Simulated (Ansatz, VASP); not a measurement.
Two plane-wave programs on C

```
C
1.0
     0.00000    1.78012    1.78012
     1.78012    0.00000    1.78012
     1.78012    1.78012    0.00000
C
2
Direct
  0.00000 0.00000 0.00000
  0.25000 0.25000 0.25000
```

Alike in both runs: task single point; functional LDA; k mesh 12 × 12 × 12; no spin polarisation.

|  | VASP | Ansatz |
| --- | --- | --- |
| version | VASP 6.6.1 | Ansatz 0.2.0 |
| potentials or method | VASP PAW LDA potentials, release 64 (C) | plane waves, PAW |
| plane-wave cutoff (eV) | 520 | 420 |
| occupations | gaussian, width 0.01 eV | fixed |
| valence electrons in the cell | 8 | 8 |

|  | VASP | Ansatz | Ansatz less VASP |
| --- | --- | --- | --- |
| gap on the k mesh at the Fermi level (eV) | 4.14 | 4.14 | +0.004 |
| pressure (GPa) | -9.3 | -10.8 | -1.49 |

LDA's correlation is that of Perdew and Zunger in VASP and of Perdew and Wang (1992) in Ansatz.
